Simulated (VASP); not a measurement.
Input of a VASP 6.6.1 run:

INCAR

```
PREC = Accurate ; ENCUT = 520
EDIFF = 1E-6 ; ISMEAR = 0
SIGMA = 0.1 ; LREAL = False
LASPH = True ; NELM = 80
ALGO = Fast ; ISIF = 2
LWAVE = False ; LCHARG = False
GGA = PE ; IVDW = 12
NBANDS = 22
```

Contents of KPOINTS:

```
regular mesh
0
Gamma
  12 12 12
```

File POSCAR:

```
Bi
1.0
    2.1929776303      1.2661162252      3.6515243994
   -2.1929776303      1.2661162252      3.6515243994
    0.0000000000     -2.5322324504      3.6515243993
Bi
2
Direct
    0.2430100784      0.2430100784      0.2430100784
    0.7569899216      0.7569899216      0.7569899216
```

Potentials or basis: VASP PAW PBE potentials, release 64 (Bi_d).

Run with:

```console
$ cat potpaw_PBE.64/Bi_d/POTCAR > POTCAR
$ mpirun -np 1 vasp_std > vasp.out
```

Problem. What does it give for the dispersion energy per atom?

Solution. -0.526 eV.

Problem. What does it give for the pressure?

Solution. 7.2 GPa.

Problem. Estimate the band gap on the k mesh.

Solution. Zero (band 15 reaches 8.21 eV, above the bottom of band 16 at 7.91 eV).

Stress tensor (GPa, compression positive):
```
7.20 0.00 0.00
0.00 7.20 0.00
0.00 0.00 7.07
```

Caveat: spin-orbit coupling is left out, which moves the levels of the heavy elements; pairwise dispersion overbinds metals, which lowers pressure and volume.
